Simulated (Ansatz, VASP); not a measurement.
## Two plane-wave programs on Pb

The input POSCAR:

```
Pb
1.0
    3.3408006629      0.0000000000      0.0000000000
   -1.6704003315      2.8932182431      0.0000000000
    0.0000000000      0.0000000000      5.8136000000
Pb
2
Direct
    0.3333333333      0.6666666667      0.2500000000
    0.6666666667      0.3333333333      0.7500000000
```

File INCAR.step1:

```
SYSTEM = Pb
  PREC = Accurate
  ENCUT = 520
  ISMEAR = 0
  SIGMA = 0.15
  LREAL = .False.
  LASPH = .True.
  NELM = 80
  NBANDS = 21
  GGA = PE
  ALGO = Normal
  EDIFF = 1E-4
  LWAVE = .True.
  LCHARG = .False.
```

Contents of INCAR.step2:

```
SYSTEM = Pb
  PREC = Accurate
  ENCUT = 520
  EDIFF = 1E-6
  ISMEAR = 0
  SIGMA = 0.15
  LREAL = .False.
  LASPH = .True.
  NELM = 80
  ALGO = Normal
  ISIF = 2
  LWAVE = .False.
  LCHARG = .False.
  METAGGA = R2SCAN
  LMIXTAU = .True.
  NBANDS = 21
  ISTART = 1
```

The input KPOINTS:

```
regular mesh
0
Gamma
  18 18 10
  0 0 0
```

Input for Ansatz:

```yaml
crystal:
  lattice:
    - [3.3408006629, 0.0, 0.0]
    - [-1.6704003315, 2.8932182431, 0.0]
    - [0.0, 0.0, 5.8136]
  atoms:
    - { symbol: Pb, position: [0.3333333333, 0.6666666667, 0.25] }
    - { symbol: Pb, position: [0.6666666667, 0.3333333333, 0.75] }
basis:
  ecutwfc: 500
kpoints:
  mp_grid: { grid: [18, 18, 10] }
hamiltonian:
  xc: r2scan
scf:
  occupations: { method: gaussian, width: 0.15 }
output:
  forces: true
  stress: true
  eigenvalues: true
```

Change from the starting cell: strain -0.040 along x and y, +0.040 along z, atoms carried along.

Alike in both runs: task single point; functional r2SCAN; k mesh 18 × 18 × 10; occupations gaussian, width 0.15 eV; no spin polarisation.

|  | VASP | Ansatz |
| --- | --- | --- |
| version | VASP 6.6.1 | Ansatz 0.2.0 |
| potentials or method | VASP PAW PBE potentials, release 64 (Pb_d), cutoff 520 eV | scalar-relativistic, plane waves, PAW |
| valence electrons in the cell | 28 | 28 |

|  | VASP | Ansatz | Ansatz less VASP |
| --- | --- | --- | --- |
| gap on the k mesh at the Fermi level (eV) | none | none | - |
| pressure (GPa) | 5.6 | 5.6 | -0.03 |
| traceless stress, the component that is largest in VASP (GPa) | -2.39 | -2.38 | +0.012 |

VASP's potentials were made for PBE, not for r2SCAN. A gap of «none» marks a metal or a gap that the smearing closes.

Neither program's run includes spin-orbit coupling.
